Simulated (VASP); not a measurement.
# CsH in VASP: further runs

Runs on CsH. Level: r2SCAN. Tasks: electric field gradients.

Program: VASP 6.6.1. These are calculated values, not measurements. Logs are shortened: lines on timing, memory, paths and dates and some standing lists are left out, and cuts for length are marked.

## (1) The cell of the first run

It takes space group R-3m (No. 166, trigonal). Conventional cell: a = 4.558 Å, b = 4.558 Å, c = 10.834 Å, α = 90.00°, β = 90.00°, γ = 120.00°. Within 4.2 Å of Cs (site symmetry -3m) lie 6 H at 3.19 Å. H (site symmetry -3m) has 6 Cs at 3.19 Å within 4.2 Å.

## (2) Electric field gradients, r2SCAN (equal xy, yz and zx shear strains of -2 %)

POSCAR reads:

```
CsH
1.0
   -0.0638250884      3.1593418758      3.1593418758
    3.1593418758     -0.0638250884      3.1593418758
    3.1593418758      3.1593418758     -0.0638250884
Cs H
1 1
Direct
    0.0000000000      0.0000000000      0.0000000000
    0.5000000000      0.5000000000      0.5000000000
```

INCAR.step1 reads:

```
  PREC = Accurate
  ENCUT = 520
  ISMEAR = -1
  SIGMA = 0.02
  LREAL = False
  LASPH = True
  NELM = 80
  NBANDS = 12
  GGA = PE
  ALGO = Normal
  EDIFF = 1E-4
  LWAVE = True
  LCHARG = False
```

INCAR.step2 reads:

```
  PREC = Accurate
  ENCUT = 520
  EDIFF = 1E-8
  ISMEAR = -1
  SIGMA = 0.02
  LREAL = False
  LASPH = True
  NELM = 80
  ALGO = Normal
  ISIF = 2
  LWAVE = False
  LCHARG = False
  METAGGA = R2SCAN
  LMIXTAU = True
  LEFG = True
  NBANDS = 12
  ISTART = 1
```

KPOINTS reads:

```
Automatic mesh
0
Gamma
  7 7 7
```

Potentials or basis: VASP PAW PBE potentials, release 64 (Cs_sv, H).

The run is started by

```sh
> cat potpaw_PBE.64/Cs_sv/POTCAR potpaw_PBE.64/H/POTCAR > POTCAR
> cp INCAR.step1 INCAR
> mpirun -np 1 vasp_std > vasp.out
> cp INCAR.step2 INCAR
> mpirun -np 1 vasp_std > vasp.out
```

OUTCAR:

```text
PREC = Accurate
   ENCUT = 520
   EDIFF = 1E-8
   ISMEAR = -1
   LREAL = False
   LASPH = True
   NELM = 80
   ISIF = 2
   METAGGA = R2SCAN
   ISTART = 1

 ion  position               nearest neighbor table
   1  0.000  0.000  0.000-
   2  0.500  0.500  0.500-

  LATTYP: Found a trigonal (rhomboedric) cell.
 ALAT       =     4.4684399759
 COS(alpha) =     0.4797000918

  Lattice vectors:

 A1 = (  -0.0638250884,   3.1593418758,   3.1593418758)
 A2 = (   3.1593418758,  -0.0638250884,   3.1593418758)
 A3 = (   3.1593418758,   3.1593418758,  -0.0638250884)

Analysis of symmetry for initial positions (statically):
=====================================================================
 Subroutine PRICEL returns:
 Original cell was already a primitive cell.

 Routine SETGRP: Setting up the symmetry group for a
 trigonal (rhombohedral) supercell.

 Subroutine GETGRP returns: Found 12 space group operations
 (whereof 12 operations were pure point group operations)
 out of a pool of 12 trial point group operations.

The static configuration has the point symmetry D_3d.

Analysis of symmetry for dynamics (positions and initial velocities):
=====================================================================
 Subroutine PRICEL returns:
 Original cell was already a primitive cell.

 Routine SETGRP: Setting up the symmetry group for a
 trigonal (rhombohedral) supercell.

 Subroutine GETGRP returns: Found 12 space group operations
 (whereof 12 operations were pure point group operations)
 out of a pool of 12 trial point group operations.

The dynamic configuration has the point symmetry D_3d.

 Subroutine INISYM returns: Found 12 space group operations
 (whereof 12 operations are pure point group operations),
 and found     1 'primitive' translations

----------------------------------------------------------------------------------------

                                     Primitive cell

  volume of cell :      64.9805

  direct lattice vectors                    reciprocal lattice vectors
    -0.063825088  3.159341876  3.159341876    -0.153544003  0.156709859  0.156709859
     3.159341876 -0.063825088  3.159341876     0.156709859 -0.153544003  0.156709859
     3.159341876  3.159341876 -0.063825088     0.156709859  0.156709859 -0.153544003

  length of vectors
     4.468439976  4.468439976  4.468439976     0.269614022  0.269614022  0.269614022

  position of ions in fractional coordinates (direct lattice)
     0.000000000  0.000000000  0.000000000
     0.500000000  0.500000000  0.500000000

  ion indices of the primitive-cell ions
   primitive index   ion index
                 1           1
                 2           2

----------------------------------------------------------------------------------------

 KPOINTS: Automatic mesh

Automatic generation of k-mesh.
 Grid dimensions read from file:
 generate k-points for:    7    7    7

 Generating k-lattice:

  Cartesian coordinates                     Fractional coordinates (reciprocal lattice)
    -0.021934858  0.022387123  0.022387123     0.142857143 -0.000000000 -0.000000000
     0.022387123 -0.021934858  0.022387123    -0.000000000  0.142857143 -0.000000000
     0.022387123  0.022387123 -0.021934858    -0.000000000 -0.000000000  0.142857143

  Length of vectors
     0.038516289  0.038516289  0.038516289

  Shift w.r.t. Gamma in fractional coordinates (k-lattice)
     0.000000000  0.000000000  0.000000000

 Subroutine IBZKPT returns following result:
 ===========================================

 Found     44 irreducible k-points:

 Following reciprocal coordinates:
            Coordinates               Weight
  0.000000  0.000000  0.000000      1.000000
  0.142857  0.000000 -0.000000      6.000000
  0.285714  0.000000  0.000000      6.000000
  0.428571 -0.000000 -0.000000      6.000000
  0.142857  0.142857  0.000000      6.000000
  0.285714  0.142857 -0.000000     12.000000
[... 16 lines left out ...]
  0.285714  0.285714  0.142857      6.000000
  0.428571  0.285714  0.142857     12.000000
 [... further k-points ...]
   k-points           NKPTS =     44   k-points in BZ     NKDIM =     44   number of bands    NBANDS=     12
   number of dos      NEDOS =    301   number of ions     NIONS =      2
   total plane-waves  NPLWV =  46656
   dimension x,y,z NGX =    36 NGY =   36 NGZ =   36
   dimension x,y,z NGXF=    72 NGYF=   72 NGZF=   72
   ions per type =               1   1
   NGX,Y,Z   is equivalent  to a cutoff of  13.39, 13.39, 13.39 a.u.
   NGXF,Y,Z  is equivalent  to a cutoff of  26.79, 26.79, 26.79 a.u.
 SYSTEM =  unknown system
   PREC   = accura    normal or accurate (medium, high low for compatibility)
   ISTART =      1    job   : 0-new  1-cont  2-samecut
   ICHARG =      0    charge: 1-file 2-atom 10-const
   ISPIN  =      1    spin polarized calculation?
   LNONCOLLINEAR =      F non collinear calculations
   LSORBIT =      F    spin-orbit coupling
   LASPH  =      T    aspherical Exc in radial PAW
   ENCUT  =  520.0 eV  38.22 Ry    6.18 a.u.   8.31  8.31  8.31*2*pi/ulx,y,z
   NELM   =     80;   NELMIN=  2; NELMDL=  0     # of ELM steps
   EDIFF  = 0.1E-07   stopping-criterion for ELM
   LREAL  =      F    real-space projection
   EDIFFG = 0.1E-06   stopping-criterion for IOM
   NSW    =      0    number of steps for IOM
   IBRION =     -1    ionic relax: 0-MD 1-quasi-New 2-CG
   NFREE  =      0    steps in history (QN), initial steepest desc. (CG)
   ISIF   =      2    stress and relaxation
   ISYM   =      2    0-nonsym 1-usesym 2-fastsym
   POTIM  = 0.5000    time-step for ionic-motion
   TEBEG  =    0.0;   TEEND  =   0.0 temperature during run
   PSTRESS=    0.0 pullay stress
   NELECT =      10.0000    total number of electrons
   NUPDOWN=      -1.0000    fix difference up-down
   EMIN   =  10.00;   EMAX   =-10.00  energy-range for DOS
   EFERMI =   0.00;   METHOD = LEGACY
   ISMEAR =    -1;   SIGMA  =   0.02  broadening in eV -4-tet -1-fermi 0-gaus
   EFERMI_NEDOS =   21; number of points for ismear=-14 and -15
   IALGO  =     38    algorithm
   IMIX   =      4    mixing-type and parameters
     AMIX     =   0.40;   BMIX     =  1.00
     AMIX_MAG =   1.60;   BMIX_MAG =  1.00
  volume/ion in A,a.u.               =      32.49       219.26
  Fermi-wavevector in a.u.,A,eV,Ry     =   0.877298  1.657853 10.471748  0.769652
  Thomas-Fermi vector in A             =   1.997227
   LORBIT       =      0    0 simple, 1 ext, 2 COOP (PROOUT), +10 PAW based schemes
   METAGGA = R2SCAN    functional components
   LHFCALC =     F    Hartree Fock is set to
   AEXX    =    0.0000 exact exchange contribution
   IVDW    =     0    specifies the selected vdW correction
   LEPSILON=     F    determine dielectric tensor
   LRPA    =     F    only Hartree local field effects (RPA)
 non-spin polarized calculation
  energy-cutoff  :      520.00
  volume of cell :       64.98
 maximum number of plane-waves:      1769
 NGX is ok and might be reduce to    36
   NGX = 17   NGY = 17   NGZ = 17

 number of electron      10.0000001 magnetization

 Free energy of the ion-electron system (eV)
  ---------------------------------------------------
  ext. energy  EPLUGINS =         0.00000000
  ---------------------------------------------------
  free energy    TOTEN  =       -28.98778269 eV

  energy without entropy =      -28.98778269  energy(sigma->0) =      -28.98778269

 E-fermi :   0.2058     XC(G=0):  -7.5469

 val. band max:       -0.2087586166   @ k =   0.4286   0.4286   0.4286
 cond. band min:       2.6750606890   @ k =   0.4286  -0.0000  -0.0000
 fundamental gap:      2.8838193057
 Fermi energy:         0.2058049619

 k-point     1 :       0.0000    0.0000    0.0000
  band No.  band energies     occupation
      1     -22.2005      2.00000
      2      -8.2926      2.00000
      3      -8.2926      2.00000
      4      -8.2778      2.00000
      5      -1.7700      2.00000
      6       5.4668      0.00000
      7       5.4668      0.00000
      8       5.7182      0.00000
      9       6.2393      0.00000
     10       7.4750      0.00000
     11       7.4750      0.00000
     12       9.1022      0.00000
[... 331 lines left out ...]
 k-point    24 :       0.4286    0.2857    0.1429
  band No.  band energies     occupation
      1     -22.1253      2.00000
      2      -8.8724      2.00000
      3      -8.5257      2.00000
      4      -8.4069      2.00000
      5      -0.7638      2.00000
      6       4.0750      0.00000
      7       4.1502      0.00000
      8       6.0570      0.00000
      9       6.8204      0.00000
     10       7.9650      0.00000
     11       8.9617      0.00000
     12      11.2918      0.00000

 [... further k-points ...]
[... 5 lines left out ...]
  --------------------------------------------------------------------------------------
  -------------------------------------------------------------------------------------
  Total        0.0021231      0.0021231      0.0021231      0.0346108      0.0346108      0.0346108
  in kB        0.0523486      0.0523486      0.0523486      0.8533744      0.8533744      0.8533744
  external PRESSURE =       0.0523486 kB  Pullay stress =       0.0000000 kB

 VOLUME and BASIS-vectors are now :
 -----------------------------------------------------------------------------
  energy-cutoff  :      520.00
  volume of cell :       64.98
      direct lattice vectors                 reciprocal lattice vectors
    -0.063825088  3.159341876  3.159341876    -0.153544003  0.156709859  0.156709859
     3.159341876 -0.063825088  3.159341876     0.156709859 -0.153544003  0.156709859
     3.159341876  3.159341876 -0.063825088     0.156709859  0.156709859 -0.153544003

 POSITION                                       TOTAL-FORCE (eV/Angst)
 -----------------------------------------------------------------------------------
      0.00000      0.00000      0.00000         0.000000     -0.000000      0.000000
      3.12743      3.12743      3.12743        -0.000000      0.000000     -0.000000
 -----------------------------------------------------------------------------------
    total drift:                               -0.000000      0.000000      0.000000

  FREE ENERGIE OF THE ION-ELECTRON SYSTEM (eV)
  ---------------------------------------------------
  free  energy   TOTEN  =       -28.9877826917 eV

  energy  without entropy=      -28.9877826917  energy(sigma->0) =      -28.98778269

 Electric field gradients (V/A^2)
---------------------------------------------------------------------
 ion       V_xx      V_yy      V_zz      V_xy      V_xz      V_yz
---------------------------------------------------------------------
   1       0.000    -0.000     0.000     6.907     6.907     6.907
   2       0.000    -0.000    -0.000    -0.023    -0.023    -0.023
---------------------------------------------------------------------

 Electric field gradients after diagonalization (V/A^2)
 (convention: |V_zz| > |V_xx| > |V_yy|)
----------------------------------------------------------------------
 ion       V_xx      V_yy      V_zz     asymmetry (V_yy - V_xx)/ V_zz
----------------------------------------------------------------------
   1      -6.907    -6.907    13.814       0.000
   2       0.023     0.023    -0.047       0.000
----------------------------------------------------------------------

           NMR quadrupolar parameters

 Cq : quadrupolar parameter    Cq=e*Q*V_zz/h
 eta: asymmetry parameters     (V_yy - V_xx)/ V_zz
 Q  : nuclear electric quadrupole moment in mb (millibarn)
----------------------------------------------------------------------
 ion       Cq(MHz)       eta       Q (mb)
----------------------------------------------------------------------
   1       0.033       0.000       1.000
   2      -0.000       0.000       1.000
----------------------------------------------------------------------
```

Wall time 3.1 min (1 thread of AMD EPYC 7R13 (Zen 3), shared host); peak memory 0.19 GiB.

Results:

| Property | Result |
| --- | --- |
| Free energy | -28.9878 eV |
| Pressure | 0.0 GPa |
| Band gap on the k mesh | 2.88 eV (least direct gap 2.90 eV) |
| Largest electric field gradient by atom | Cs +13.8; H -0.0 V/Å² |

Electric field gradients, principal values (V/Å²):
```csv
atom,least,middle,greatest (by size)
1 Cs,-6.907,-6.907,13.814
2 H,0.023,0.023,-0.047
```

Caveat: the cell differs from its parent crystal (equal xy, yz and zx shear strains of -2 %); without QUAD_EFG the Cq values of the log hold for a quadrupole moment of 1 mb, not for the nuclei; the PAW data sets were made with another functional, which shifts forces and pressure a little; spin-orbit coupling is left out, which moves the levels of the heavy elements; an odd mesh through Γ misses points on the zone boundary, where band edges can lie.

## (3) Electric field gradients, r2SCAN (equal xy, yz and zx shear strains of -2 %)

POSCAR is that of step 2.

INCAR.step1 reads:

```
SYSTEM = CsH
PREC = Accurate
ENCUT = 520
ISMEAR = -1
SIGMA = 0.02
LREAL = .FALSE.
LASPH = .TRUE.
NELM = 60
NBANDS = 12
GGA = PE
ALGO = Normal
EDIFF = 1E-4
LWAVE = .TRUE.
LCHARG = .FALSE.
```

INCAR.step2 reads:

```
SYSTEM = CsH
PREC = Accurate
ENCUT = 520
EDIFF = 1E-8
ISMEAR = -1
SIGMA = 0.02
LREAL = .FALSE.
LASPH = .TRUE.
NELM = 60
ALGO = Normal
ISIF = 2
LWAVE = .FALSE.
LCHARG = .FALSE.
METAGGA = R2SCAN
LMIXTAU = .TRUE.
LEFG = .TRUE.
NBANDS = 12
ISTART = 1
```

KPOINTS reads:

```
regular mesh
0
G
  7 7 7
  0 0 0
```

Potentials or basis: VASP PAW PBE potentials, release 64 (Cs_sv, H).

The run is started by

```sh
> cat potpaw_PBE.64/Cs_sv/POTCAR potpaw_PBE.64/H/POTCAR > POTCAR
> cp INCAR.step1 INCAR
> mpirun -np 1 vasp_std > vasp.out
> cp INCAR.step2 INCAR
> mpirun -np 1 vasp_std > vasp.out
```

OUTCAR:

```text
SYSTEM = CsH
   PREC = Accurate
   ENCUT = 520
   EDIFF = 1E-8
   ISMEAR = -1
   LREAL = .FALSE.
   LASPH = .TRUE.
   NELM = 60
   ISIF = 2
   METAGGA = R2SCAN
   ISTART = 1

 ion  position               nearest neighbor table
   1  0.000  0.000  0.000-
   2  0.500  0.500  0.500-

  LATTYP: Found a trigonal (rhomboedric) cell.
 ALAT       =     4.4684399759
 COS(alpha) =     0.4797000918

  Lattice vectors:

 A1 = (  -0.0638250884,   3.1593418758,   3.1593418758)
 A2 = (   3.1593418758,  -0.0638250884,   3.1593418758)
[... 570 lines left out ...]

  FREE ENERGIE OF THE ION-ELECTRON SYSTEM (eV)
  ---------------------------------------------------
  free  energy   TOTEN  =       -28.9877826917 eV

  energy  without entropy=      -28.9877826917  energy(sigma->0) =      -28.98778269

 Electric field gradients (V/A^2)
---------------------------------------------------------------------
 ion       V_xx      V_yy      V_zz      V_xy      V_xz      V_yz
---------------------------------------------------------------------
   1       0.000    -0.000     0.000     6.907     6.907     6.907
   2       0.000    -0.000    -0.000    -0.023    -0.023    -0.023
---------------------------------------------------------------------

 Electric field gradients after diagonalization (V/A^2)
 (convention: |V_zz| > |V_xx| > |V_yy|)
----------------------------------------------------------------------
 ion       V_xx      V_yy      V_zz     asymmetry (V_yy - V_xx)/ V_zz
----------------------------------------------------------------------
   1      -6.907    -6.907    13.814       0.000
   2       0.023     0.023    -0.047       0.000
----------------------------------------------------------------------

           NMR quadrupolar parameters

 Cq : quadrupolar parameter    Cq=e*Q*V_zz/h
 eta: asymmetry parameters     (V_yy - V_xx)/ V_zz
 Q  : nuclear electric quadrupole moment in mb (millibarn)
----------------------------------------------------------------------
 ion       Cq(MHz)       eta       Q (mb)
----------------------------------------------------------------------
   1       0.033       0.000       1.000
   2      -0.000       0.000       1.000
----------------------------------------------------------------------
```

OUTCAR.step1:

```text
SYSTEM = CsH
   PREC = Accurate
   ENCUT = 520
   ISMEAR = -1
   LREAL = .FALSE.
   LASPH = .TRUE.
[... 582 lines left out ...]
      0.00000      0.00000      0.00000         0.000000      0.000000     -0.000000
      3.12743      3.12743      3.12743        -0.000000     -0.000000      0.000000
 -----------------------------------------------------------------------------------
    total drift:                               -0.000000      0.000000      0.000000

  FREE ENERGIE OF THE ION-ELECTRON SYSTEM (eV)
  ---------------------------------------------------
  free  energy   TOTEN  =        -4.5486269761 eV

  energy  without entropy=       -4.5486269761  energy(sigma->0) =       -4.54862698
```

Run time: 2.8 min. Hardware: 1 thread of AMD EPYC 7R13 (Zen 3), shared host; peak memory 0.19 GiB.

Results:

```
Free energy                             : -28.9878 eV
Pressure                                : 0.0 GPa
Band gap on the k mesh                  : 2.88 eV (least direct gap 2.90 eV)
Largest electric field gradient by atom : Cs +13.8; H -0.0 V/Å²
```

Stress tensor (GPa, compression positive):
```
0.01 0.09 0.09
0.09 0.01 0.09
0.09 0.09 0.01
```

Levels at points of the mesh, in eV from the valence-band top:
```tsv
k point	band 3	band 4	band 5	band 6	band 7	band 8
(0.00, 0.00, 0.00)	-8.08	-8.07	-1.56	5.68	5.68	5.93
```

Electric field gradients, principal values (V/Å²):
```csv
atom,least,middle,greatest (by size)
1 Cs,-6.907,-6.907,13.814
2 H,0.023,0.023,-0.047
```

Caveat: the cell differs from its parent crystal (equal xy, yz and zx shear strains of -2 %); without QUAD_EFG the Cq values of the log hold for a quadrupole moment of 1 mb, not for the nuclei; the PAW data sets were made with another functional, which shifts forces and pressure a little; spin-orbit coupling is left out, which moves the levels of the heavy elements; an odd mesh through Γ misses points on the zone boundary, where band edges can lie.

[end of part 1 of 2]
